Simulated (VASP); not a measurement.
# ReP2 (P-3m1) in VASP: notebook

Runs on ReP2. Level: PBEsol. Tasks: relaxation of shape and atoms at fixed volume, single point.

Everything below comes from runs of VASP 6.6.1. Logs are shortened: lines on timing, memory, paths and dates and some standing lists are left out, and cuts for length are marked.

## (1) The cell of the first run

It takes space group P-3m1 (No. 164, trigonal). Conventional cell: a = 3.069 Å, b = 3.069 Å, c = 5.130 Å, α = 90.00°, β = 90.00°, γ = 120.00°. Within 3.2 Å of Re (site symmetry -3m) lie 6 P at 2.45 Å and 6 Re at 3.07 Å. Within 3.2 Å of P (site symmetry 3m) lie 3 Re at 2.45 Å and 9 P at 2.50 to 3.07 Å.

## (2) Relaxation of shape and atoms at fixed volume, PBEsol (13.95 Å³/atom)

The input, INCAR:

```
ALGO = Normal
EDIFF = 1E-6
EDIFFG = -0.01
ENCUT = 600
GGA = PS
IBRION = 2
ISIF = 4
ISMEAR = 0
LASPH = True
LCHARG = False
LREAL = False
LWAVE = False
NELM = 80
NSW = 60
PREC = Accurate
SIGMA = 0.05
```

The input, KPOINTS:

```
k-points
0
Gamma
  12 12 6
```

The input, POSCAR:

```
ReP2
1.0
    3.0685510453      0.0000000000      0.0000000000
   -1.5342755227      2.6574431580      0.0000000000
    0.0000000000      0.0000000000      5.1304125574
Re P
1 2
Direct
    0.0000000000      0.0000000000      0.0000000000
    0.3333333333      0.6666666667      0.3284640864
    0.6666666667      0.3333333333      0.6715359136
```

Potentials or basis: VASP PAW PBE potentials, release 64 (Re, P).

Started as:

```console
> cat potpaw_PBE.64/Re/POTCAR potpaw_PBE.64/P/POTCAR > POTCAR
> mpirun -np 1 vasp_std > vasp.out
```

OUTCAR:

```text
EDIFF = 1E-6
   EDIFFG = -0.01
   ENCUT = 600
   GGA = PS
   IBRION = 2
   ISIF = 4
   ISMEAR = 0
   LASPH = True
   LREAL = False
   NELM = 80
   NSW = 60
   PREC = Accurate

 ion  position               nearest neighbor table
   1  0.000  0.000  0.000-   2 2.45   3 2.45   2 2.45   3 2.45   3 2.45   2 2.45
   2  0.333  0.667  0.328-   1 2.45   1 2.45   1 2.45   3 2.50   3 2.50   3 2.50
   3  0.667  0.333  0.672-   1 2.45   1 2.45   1 2.45   2 2.50   2 2.50   2 2.50

  LATTYP: Found a hexagonal cell.
 ALAT       =     3.0685510453
 C/A-ratio  =     1.6719332615

  Lattice vectors:

 A1 = (   3.0685510453,   0.0000000000,   0.0000000000)
 A2 = (  -1.5342755227,   2.6574431580,   0.0000000000)
 A3 = (   0.0000000000,   0.0000000000,   5.1304125574)

Analysis of symmetry for initial positions (statically):
=====================================================================
 Subroutine PRICEL returns:
 Original cell was already a primitive cell.

 Routine SETGRP: Setting up the symmetry group for a
 hexagonal supercell.

 Subroutine GETGRP returns: Found 12 space group operations
 (whereof 12 operations were pure point group operations)
 out of a pool of 24 trial point group operations.

The static configuration has the point symmetry D_3d.

Analysis of symmetry for dynamics (positions and initial velocities):
=====================================================================
 Subroutine PRICEL returns:
 Original cell was already a primitive cell.

 Routine SETGRP: Setting up the symmetry group for a
 hexagonal supercell.

 Subroutine GETGRP returns: Found 12 space group operations
 (whereof 12 operations were pure point group operations)
 out of a pool of 24 trial point group operations.

The dynamic configuration has the point symmetry D_3d.

 Subroutine INISYM returns: Found 12 space group operations
 (whereof 12 operations are pure point group operations),
 and found     1 'primitive' translations

----------------------------------------------------------------------------------------

                                     Primitive cell

  volume of cell :      41.8359

  direct lattice vectors                    reciprocal lattice vectors
     3.068551045  0.000000000  0.000000000     0.325886708  0.188150779  0.000000000
    -1.534275523  2.657443158  0.000000000     0.000000000  0.376301558  0.000000000
     0.000000000  0.000000000  5.130412557     0.000000000  0.000000000  0.194916099

  length of vectors
     3.068551045  3.068551045  5.130412557     0.376301558  0.376301558  0.194916099

  position of ions in fractional coordinates (direct lattice)
     0.000000000  0.000000000  0.000000000
     0.333333333  0.666666667  0.328464086
     0.666666667  0.333333333  0.671535914

  ion indices of the primitive-cell ions
   primitive index   ion index
                 1           1
                 2           2
                 3           3

----------------------------------------------------------------------------------------

 KPOINTS: k-points

Automatic generation of k-mesh.
 Grid dimensions read from file:
 generate k-points for:   12   12    6

 Generating k-lattice:

  Cartesian coordinates                     Fractional coordinates (reciprocal lattice)
     0.027157226  0.015679232  0.000000000     0.083333333  0.000000000  0.000000000
     0.000000000  0.031358463  0.000000000     0.000000000  0.083333333  0.000000000
     0.000000000  0.000000000  0.032486016     0.000000000  0.000000000  0.166666667

  Length of vectors
     0.031358463  0.031358463  0.032486016

  Shift w.r.t. Gamma in fractional coordinates (k-lattice)
     0.000000000  0.000000000  0.000000000

 Subroutine IBZKPT returns following result:
 ===========================================

 Found    100 irreducible k-points:

 Following reciprocal coordinates:
            Coordinates               Weight
  0.000000  0.000000  0.000000      1.000000
  0.083333  0.000000  0.000000      6.000000
  0.166667  0.000000  0.000000      6.000000
  0.250000  0.000000  0.000000      6.000000
  0.333333 -0.000000  0.000000      6.000000
  0.416667  0.000000  0.000000      6.000000
[... 16 lines left out ...]
  0.166667  0.000000  0.166667      6.000000
  0.000000  0.166667  0.166667      6.000000
 [... further k-points ...]
   k-points           NKPTS =    100   k-points in BZ     NKDIM =    100   number of bands    NBANDS=     12
   number of dos      NEDOS =    301   number of ions     NIONS =      3
   total plane-waves  NPLWV =  32928
   dimension x,y,z NGX =    28 NGY =   28 NGZ =   42
   dimension x,y,z NGXF=    56 NGYF=   56 NGZF=   84
   ions per type =               1   2
   NGX,Y,Z   is equivalent  to a cutoff of  15.17, 15.17, 13.61 a.u.
   NGXF,Y,Z  is equivalent  to a cutoff of  30.34, 30.34, 27.22 a.u.
 SYSTEM =  unknown system
   PREC   = accura    normal or accurate (medium, high low for compatibility)
   ISTART =      0    job   : 0-new  1-cont  2-samecut
   ICHARG =      2    charge: 1-file 2-atom 10-const
   ISPIN  =      1    spin polarized calculation?
   LNONCOLLINEAR =      F non collinear calculations
   LSORBIT =      F    spin-orbit coupling
   LASPH  =      T    aspherical Exc in radial PAW
   ENCUT  =  600.0 eV  44.10 Ry    6.64 a.u.   6.13  6.13 10.25*2*pi/ulx,y,z
   NELM   =     80;   NELMIN=  2; NELMDL= -5     # of ELM steps
   EDIFF  = 0.1E-05   stopping-criterion for ELM
   LREAL  =      F    real-space projection
   EDIFFG = -.1E-01   stopping-criterion for IOM
   NSW    =     60    number of steps for IOM
   IBRION =      2    ionic relax: 0-MD 1-quasi-New 2-CG
   NFREE  =      1    steps in history (QN), initial steepest desc. (CG)
   ISIF   =      4    stress and relaxation
   ISYM   =      2    0-nonsym 1-usesym 2-fastsym
   POTIM  = 0.5000    time-step for ionic-motion
   TEBEG  =    0.0;   TEEND  =   0.0 temperature during run
   PSTRESS=    0.0 pullay stress
   NELECT =      17.0000    total number of electrons
   NUPDOWN=      -1.0000    fix difference up-down
   EMIN   =  10.00;   EMAX   =-10.00  energy-range for DOS
   EFERMI =   0.00;   METHOD = LEGACY
   ISMEAR =     0;   SIGMA  =   0.05  broadening in eV -4-tet -1-fermi 0-gaus
   EFERMI_NEDOS =   21; number of points for ismear=-14 and -15
   IALGO  =     38    algorithm
   IMIX   =      4    mixing-type and parameters
     AMIX     =   0.40;   BMIX     =  1.00
     AMIX_MAG =   1.60;   BMIX_MAG =  1.00
  volume/ion in A,a.u.               =      13.95        94.11
  Fermi-wavevector in a.u.,A,eV,Ry     =   1.212573  2.291431 20.005102  1.470334
  Thomas-Fermi vector in A             =   2.348053
   LORBIT       =      0    0 simple, 1 ext, 2 COOP (PROOUT), +10 PAW based schemes
   GGA     = PS    functional components
   LHFCALC =     F    Hartree Fock is set to
   AEXX    =    0.0000 exact exchange contribution
   IVDW    =     0    specifies the selected vdW correction
   LEPSILON=     F    determine dielectric tensor
   LRPA    =     F    only Hartree local field effects (RPA)
 conjugate gradient relaxation of ions
 non-spin polarized calculation
 Gauss-broadening in eV      SIGMA  =   0.05
  energy-cutoff  :      600.00
  volume of cell :       41.84
 maximum number of plane-waves:      1422
 NGX is ok and might be reduce to    28
   NGX = 13   NGY = 13   NGZ = 21

--------------------------------------- Ionic step        1  -------------------------------------------

 number of electron      17.0000000 magnetization

 Free energy of the ion-electron system (eV)
  ---------------------------------------------------
  ext. energy  EPLUGINS =         0.00000000
  ---------------------------------------------------
  free energy    TOTEN  =       -25.50630022 eV

  energy without entropy =      -25.50486930  energy(sigma->0) =      -25.50558476

------------------------ aborting loop because EDIFF is reached ----------------------------------------

  FORCE on cell =-STRESS in cart. coord.  units (eV):
  Direction    XX          YY          ZZ          XY          YZ          ZX
  --------------------------------------------------------------------------------------
  -------------------------------------------------------------------------------------
  Total       -0.8332318     -0.8332318     -1.0774433      0.0000000     -0.0000000      0.0000000
  in kB      -31.9099991    -31.9099991    -41.2624834      0.0000000     -0.0000000      0.0000000
  external PRESSURE =     -35.0274939 kB  Pullay stress =       0.0000000 kB

 VOLUME and BASIS-vectors are now :
 -----------------------------------------------------------------------------
  energy-cutoff  :      600.00
  volume of cell :       41.84
      direct lattice vectors                 reciprocal lattice vectors
     3.068551045  0.000000000  0.000000000     0.325886708  0.188150779  0.000000000
    -1.534275523  2.657443158  0.000000000     0.000000000  0.376301558  0.000000000
     0.000000000  0.000000000  5.130412557     0.000000000  0.000000000  0.194916099
[... 75 lines left out ...]
 POSITION                                       TOTAL-FORCE (eV/Angst)
 -----------------------------------------------------------------------------------
     -1.53604      2.66050     -0.00000        -0.000000      0.000000      0.000000
     -0.00000      1.77366      1.67437         0.000000      0.000000     -0.023565
      1.53604      0.88683      3.44427        -0.000000     -0.000000      0.023565
 -----------------------------------------------------------------------------------
    total drift:                               -0.000000      0.000000      0.000000

  FREE ENERGIE OF THE ION-ELECTRON SYSTEM (eV)
  ---------------------------------------------------
  free  energy   TOTEN  =       -25.5077276071 eV

  energy  without entropy=      -25.5060728318  energy(sigma->0) =      -25.50690022

--------------------------------------- Ionic step        4  -------------------------------------------

 number of electron      17.0000000 magnetization

 Free energy of the ion-electron system (eV)
  ---------------------------------------------------
  ext. energy  EPLUGINS =         0.00000000
  ---------------------------------------------------
  free energy    TOTEN  =       -25.50788195 eV

  energy without entropy =      -25.50608045  energy(sigma->0) =      -25.50698120

 E-fermi :   9.8353     XC(G=0): -12.4515

 val. band max:        9.8344981838   @ k =   0.0833   0.0833   0.1667
 cond. band min:       9.8404153936   @ k =   0.1667   0.0000   0.1667
 fundamental gap:      0.0059172098
 Fermi energy:         9.8352785846

 k-point     1 :       0.0000    0.0000    0.0000
  band No.  band energies     occupation
      1      -6.0068      2.00000
      2      -0.5979      2.00000
      3       1.0084      2.00000
      4       6.3544      2.00000
      5       6.3544      2.00000
      6       7.6102      2.00000
      7       8.7543      2.00000
      8       8.7543      2.00000
      9      12.4929      0.00000
     10      12.4929      0.00000
     11      12.6310      0.00000
     12      12.6310      0.00000

 k-point     2 :       0.0833    0.0000    0.0000
  band No.  band energies     occupation
      1      -5.8630      2.00000
      2      -0.5736      2.00000
      3       1.1951      2.00000
      4       6.1270      2.00000
      5       6.4646      2.00000
      6       7.6129      2.00000
      7       8.5272      2.00000
      8       8.6272      2.00000
      9      10.9527      0.00000
     10      11.6005      0.00000
     11      12.7026      0.00000
     12      13.5983      0.00000
[... 316 lines left out ...]
 k-point    24 :       0.0000    0.1667    0.1667
  band No.  band energies     occupation
      1      -5.3118      2.00000
      2      -1.1490      2.00000
      3       2.3949      2.00000
      4       5.7043      2.00000
      5       6.6176      2.00000
      6       7.1683      2.00000
      7       7.4819      2.00000
      8       8.4167      2.00000
      9       9.6709      2.00000
     10      11.4653      0.00000
     11      13.4097      0.00000
     12      13.4810      0.00000

 [... further k-points ...]

------------------------ aborting loop because EDIFF is reached ----------------------------------------

  FORCE on cell =-STRESS in cart. coord.  units (eV):
  Direction    XX          YY          ZZ          XY          YZ          ZX
  --------------------------------------------------------------------------------------
  -------------------------------------------------------------------------------------
  Total       -0.6921006     -0.6921006     -0.6698907      0.0000000      0.0000000     -0.0000000
  in kB      -26.5051456    -26.5051456    -25.6545790      0.0000000      0.0000000     -0.0000000
  external PRESSURE =     -26.2216234 kB  Pullay stress =       0.0000000 kB

 VOLUME and BASIS-vectors are now :
 -----------------------------------------------------------------------------
  energy-cutoff  :      600.00
  volume of cell :       41.84
      direct lattice vectors                 reciprocal lattice vectors
     3.070093321  0.000000000 -0.000000000     0.325722998  0.188056260  0.000000000
    -1.535046660  2.658778808 -0.000000000    -0.000000000  0.376112521 -0.000000000
    -0.000000000  0.000000000  5.125259280     0.000000000  0.000000000  0.195112080

 POSITION                                       TOTAL-FORCE (eV/Angst)
 -----------------------------------------------------------------------------------
      3.07009      0.00000     -0.00000         0.000000     -0.000000      0.000000
     -0.00000      1.77252      1.67474         0.000000     -0.000000     -0.004224
      1.53505      0.88626      3.45052        -0.000000      0.000000      0.004224
 -----------------------------------------------------------------------------------
    total drift:                               -0.000000     -0.000000     -0.000000

  FREE ENERGIE OF THE ION-ELECTRON SYSTEM (eV)
  ---------------------------------------------------
  free  energy   TOTEN  =       -25.5078819490 eV

  energy  without entropy=      -25.5060804522  energy(sigma->0) =      -25.50698120

 reached required accuracy - stopping structural energy minimisation
```

Wall time 96 s (1 thread of Intel Xeon Platinum 8559C (Emerald Rapids), shared host); peak memory 0.22 GiB.

Results:

```
Free energy                  : -25.5079 eV
Energy gained by relaxing    : 0.5 meV/atom
Ionic steps                  : 4
Pressure after relaxing      : -2.6 GPa
Largest force after relaxing : 0.004 eV/Å
Band gap on the k mesh       : zero (an odd number of electrons rules out a gap without spin polarisation)
```

Forces on the atoms (eV/Å):
```
Re   0.000  0.000  0.000
P    0.000  0.000 -0.004
P    0.000  0.000  0.004
```

The path:
| step | energy change (eV) | largest force (eV/Å) | pressure (GPa) | volume (Å³) |
| --- | --- | --- | --- | --- |
| 1 | 0.0000 | 0.1640 | -3.50 | 41.84 |
| 2 | -0.0014 | 0.0032 | -2.62 | 41.84 |
| 3 | -0.0014 | 0.0236 | -2.72 | 41.84 |
| 4 | -0.0016 | 0.0042 | -2.62 | 41.84 |

Final structure:
```xyz
3
Lattice="3.0701 0.0000 0.0000 -1.5350 2.6588 0.0000 0.0000 0.0000 5.1253" Properties=species:S:1:pos:R:3 pbc="T T T"
Re    3.0701    0.0000    0.0000
P     0.0000    1.7725    1.6747
P     1.5350    0.8863    3.4505
```

Levels at points of the mesh, in eV from the Fermi level:
| k point | band 4 | band 5 | band 6 | band 7 | band 8 | band 9 | band 10 | band 11 | band 12 |
| --- | --- | --- | --- | --- | --- | --- | --- | --- | --- |
| (0.00, 0.00, 0.00) | -3.48 | -3.48 | -2.23 | -1.08 | -1.08 | 2.66 | 2.66 | 2.80 | 2.80 |
| (0.50, 0.00, 0.00) | -5.28 | -4.84 | -3.21 | -2.72 | -1.81 | -1.53 | 1.35 | 2.51 | 3.39 |
| (0.00, 0.00, 0.50) | -3.83 | -3.37 | -3.37 | -1.24 | -1.24 | 1.00 | 1.00 | 3.30 | 5.83 |
| (0.50, 0.00, 0.50) | -7.12 | -4.69 | -4.04 | -3.46 | 0.99 | 1.33 | 1.38 | 1.81 | 2.58 |

Caveat: the PAW data sets were made with another functional, which shifts forces and pressure a little; spin-orbit coupling is left out, which moves the levels of the heavy elements.

[end of part 1 of 2]
